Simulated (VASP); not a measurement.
# Zn (Pm-3m) in VASP: notebook, part 2 of 3

VASP 6.6.1.

## 3. Single point, PBE

This run uses another cell than the first one, of 18.10 Å³/atom.

The input, INCAR:

```
SYSTEM = Zn
PREC     = Accurate       ! precision mode
ENCUT    = 520            ! plane-wave cutoff, eV
EDIFF    = 1E-6           ! SCF threshold, eV
ISMEAR   = 0              ! smearing method
SIGMA    = 0.1            ! smearing width, eV
LREAL    = .False.        ! projectors in reciprocal space
LASPH    = .True.         ! aspherical terms in the spheres
NELM     = 80             ! most SCF steps
ALGO     = Fast           ! electronic algorithm
ISIF     = 2              ! what is computed and relaxed
LWAVE    = .False.        ! write WAVECAR
LCHARG   = .True.         ! write CHGCAR
GGA      = PE             ! functional
LELF     = .True.         ! ELF
LVHAR    = .True.       
NBANDS   = 25             ! bands
```

The input, KPOINTS:

```
Automatic mesh
0
Gamma
  6 6 6
  0 0 0
```

The input, POSCAR:

```
Zn
1.0
    3.7870932189      0.0000000000      0.0000000000
    0.0000000000      3.7870932189      0.0000000000
    0.0000000000      0.0000000000      3.7870932189
Zn
3
Direct
    0.0000000000      0.5000000000      0.5000000000
    0.5000000000      0.0000000000      0.5000000000
    0.5000000000      0.5000000000      0.0000000000
```

Potentials or basis: VASP PAW PBE potentials, release 64 (Zn).

Started as:

```console
$ cat potpaw_PBE.64/Zn/POTCAR > POTCAR
$ mpirun -np 1 vasp_std > vasp.out
```

OUTCAR:

```text
SYSTEM = Zn
   PREC = Accurate
   ENCUT = 520
   EDIFF = 1E-6
   ISMEAR = 0
   LREAL = .False.
   LASPH = .True.
   NELM = 80
   ISIF = 2
   GGA = PE

 ion  position               nearest neighbor table
   1  0.000  0.500  0.500-   2 2.68   3 2.68   3 2.68   2 2.68   2 2.68   3 2.68   3 2.68   2 2.68

   2  0.500  0.000  0.500-   1 2.68   3 2.68   3 2.68   1 2.68   3 2.68   3 2.68   1 2.68   1 2.68

   3  0.500  0.500  0.000-   1 2.68   2 2.68   1 2.68   2 2.68   2 2.68   2 2.68   1 2.68   1 2.68

  LATTYP: Found a simple cubic cell.
 ALAT       =     3.7870932189

  Lattice vectors:

 A1 = (   3.7870932189,   0.0000000000,   0.0000000000)
 A2 = (   0.0000000000,   3.7870932189,   0.0000000000)
 A3 = (   0.0000000000,   0.0000000000,   3.7870932189)

Analysis of symmetry for initial positions (statically):
=====================================================================
 Subroutine PRICEL returns:
 Original cell was already a primitive cell.

 Routine SETGRP: Setting up the symmetry group for a
 simple cubic supercell.

 Subroutine GETGRP returns: Found 48 space group operations
 (whereof 48 operations were pure point group operations)
 out of a pool of 48 trial point group operations.

The static configuration has the point symmetry O_h .

Analysis of symmetry for dynamics (positions and initial velocities):
=====================================================================
 Subroutine PRICEL returns:
 Original cell was already a primitive cell.

 Routine SETGRP: Setting up the symmetry group for a
 simple cubic supercell.

 Subroutine GETGRP returns: Found 48 space group operations
 (whereof 48 operations were pure point group operations)
 out of a pool of 48 trial point group operations.

The dynamic configuration has the point symmetry O_h .

 Subroutine INISYM returns: Found 48 space group operations
 (whereof 48 operations are pure point group operations),
 and found     1 'primitive' translations

[... 111 lines left out ...]
     AMIX_MAG =   1.60;   BMIX_MAG =  1.00
  volume/ion in A,a.u.               =      18.10       122.18
  Fermi-wavevector in a.u.,A,eV,Ry     =   1.427369  2.697337 27.720278  2.037383
  Thomas-Fermi vector in A             =   2.547546
   LORBIT       =      0    0 simple, 1 ext, 2 COOP (PROOUT), +10 PAW based schemes
   GGA     = PE    functional components
   LHFCALC =     F    Hartree Fock is set to
   AEXX    =    0.0000 exact exchange contribution
   IVDW    =     0    specifies the selected vdW correction
   LEPSILON=     F    determine dielectric tensor
   LRPA    =     F    only Hartree local field effects (RPA)
 non-spin polarized calculation
 RMM-DIIS sequential band-by-band and
 Gauss-broadening in eV      SIGMA  =   0.10
  energy-cutoff  :      520.00
  volume of cell :       54.31
 maximum number of plane-waves:      1492
   NGX = 15   NGY = 15   NGZ = 15

 number of electron      36.0000039 magnetization

 Free energy of the ion-electron system (eV)
  ---------------------------------------------------
  ext. energy  EPLUGINS =         0.00000000
  ---------------------------------------------------
  free energy    TOTEN  =        -2.78616638 eV

  energy without entropy =       -2.77496912  energy(sigma->0) =       -2.78056775

 E-fermi :   1.8158     XC(G=0): -10.5161

 val. band max:        1.7622911215   @ k =   0.5000   0.3333   0.0000
 cond. band min:       1.8463885348   @ k =   0.3333   0.1667   0.1667
 fundamental gap:      0.0840974133
 Fermi energy:         1.8157932349

 k-point     1 :       0.0000    0.0000    0.0000
  band No.  band energies     occupation
      1      -7.6422      2.00000
      2      -6.1702      2.00000
      3      -6.1578      2.00000
      4      -6.1578      2.00000
      5      -6.1578      2.00000
      6      -5.9465      2.00000
[... 549 lines left out ...]
     24      18.9297      0.00000
     25      18.9375      0.00000

------------------------ aborting loop because EDIFF is reached ----------------------------------------

  FORCE on cell =-STRESS in cart. coord.  units (eV):
  Direction    XX          YY          ZZ          XY          YZ          ZX
  --------------------------------------------------------------------------------------
  -------------------------------------------------------------------------------------
  Total        0.1501351      0.1501351      0.1501351     -0.0000000     -0.0000000     -0.0000000
  in kB        4.4286842      4.4286842      4.4286842     -0.0000000     -0.0000000     -0.0000000
  external PRESSURE =       4.4286842 kB  Pullay stress =       0.0000000 kB

 VOLUME and BASIS-vectors are now :
 -----------------------------------------------------------------------------
  energy-cutoff  :      520.00
  volume of cell :       54.31
      direct lattice vectors                 reciprocal lattice vectors
     3.787093219  0.000000000  0.000000000     0.264054762  0.000000000  0.000000000
     0.000000000  3.787093219  0.000000000     0.000000000  0.264054762  0.000000000
     0.000000000  0.000000000  3.787093219     0.000000000  0.000000000  0.264054762

 POSITION                                       TOTAL-FORCE (eV/Angst)
 -----------------------------------------------------------------------------------
      0.00000      1.89355      1.89355         0.000000      0.000000      0.000000
      1.89355      0.00000      1.89355         0.000000      0.000000      0.000000
      1.89355      1.89355      0.00000         0.000000      0.000000      0.000000
 -----------------------------------------------------------------------------------
    total drift:                                0.000000      0.000000      0.000000

  FREE ENERGIE OF THE ION-ELECTRON SYSTEM (eV)
  ---------------------------------------------------
  free  energy   TOTEN  =        -2.7861663802 eV

  energy  without entropy=       -2.7749691217  energy(sigma->0) =       -2.78056775
```

Run time: 36 s. Hardware: 1 thread of Intel Xeon 8259CL, shared host; peak memory 0.16 GiB.

What came out:

```
Free energy            : -2.7862 eV
Pressure               : 0.4 GPa
Band gap on the k mesh : zero (bands 18 and 19 overlap by 4.62 eV)
```

Levels at points of the mesh, in eV from the Fermi level:
```
           k point  band 15  band 16  band 17  band 18  band 19  band 20  band 21  band 22
(0.00, 0.00, 0.00)    -6.63    -6.63     0.76     0.76     0.76     3.00     3.00     5.72
(0.50, 0.00, 0.00)    -6.63    -6.42    -5.65     3.04     3.04     4.74     5.43     5.43
(0.50, 0.50, 0.00)    -6.98    -4.78    -3.22    -3.22    -1.58     6.07     6.50     6.50
(0.50, 0.50, 0.50)    -6.71    -2.90    -0.67    -0.67    -0.67    -0.63    -0.63    -0.63
```

## 4. Relaxation of cell and atoms, PBE

The input, INCAR:

```
ALGO = Fast
EDIFF = 1E-6
EDIFFG = -0.04
ENCUT = 600
GGA = PE
IBRION = 2
ISIF = 3
ISMEAR = 0
LASPH = T
LCHARG = F
LREAL = F
LWAVE = F
NELM = 80
NSW = 90
PREC = Accurate
SIGMA = 0.1
```

The input, KPOINTS:

```
k-points
0
Gamma
  6 6 6
```

The input, POSCAR:

```
Zn
1.0
    3.7326517900      0.0000000000      0.0000000000
    0.0000000000      3.7326517900      0.0000000000
    0.0000000000      0.0000000000      3.7326517900
Zn
3
Direct
    0.0000000000      0.5000000000      0.5000000000
    0.5000000000      0.0000000000      0.5000000000
    0.5000000000      0.5000000000      0.0000000000
```

Started as:

```console
$ cat potpaw_PBE.64/Zn/POTCAR > POTCAR
$ mpirun -np 1 vasp_std > vasp.out
```

Run time: 99 s. Hardware: 1 thread of Intel Xeon 8259CL, shared host; peak memory 0.17 GiB.

Results (log left out):

```yaml
Free_energy: -2.7849 eV
Relaxed_volume: 18.29 Å³/atom
Relaxed_cell: a = 3.800 Å, b = 3.800 Å, c = 3.800 Å, α = 90.00°, β = 90.00°, γ = 90.00°
Space_group_after_relaxing_to_0.1_Å: Pm-3m (No. 221)
Energy_gained_by_relaxing: 6.8 meV/atom
Ionic_steps: 3
Pressure_after_relaxing: -0.2 GPa
```

The path:
| step | energy change (eV) | largest force (eV/Å) | pressure (GPa) | volume (Å³) |
| --- | --- | --- | --- | --- |
| 1 | 0.0000 | 0.0000 | 2.63 | 52.01 |
| 2 | -0.0200 | 0.0000 | 0.61 | 54.17 |
| 3 | -0.0205 | 0.0000 | -0.22 | 54.87 |

Final structure:
```
Zn
1.0
     3.80001    0.00000    0.00000
     0.00000    3.80001    0.00000
     0.00000    0.00000    3.80001
Zn
3
Direct
  0.00000 0.50000 0.50000
  0.50000 0.00000 0.50000
  0.50000 0.50000 0.00000
```

Levels at points of the mesh, in eV from the Fermi level:
```
           k point  band 16  band 17  band 18  band 19  band 20  band 21
(0.00, 0.00, 0.00)    -6.62     0.77     0.77     0.77     2.95     2.95
(0.50, 0.00, 0.00)    -6.39    -5.61     3.03     3.03     4.66     5.40
(0.50, 0.50, 0.00)    -4.75    -3.21    -3.21    -1.54     6.03     6.46
(0.50, 0.50, 0.50)    -2.86    -0.70    -0.70    -0.70    -0.61    -0.61
```

Caveat: the highest band is partly filled, so the run has too few bands.

[end of part 2 of 3]
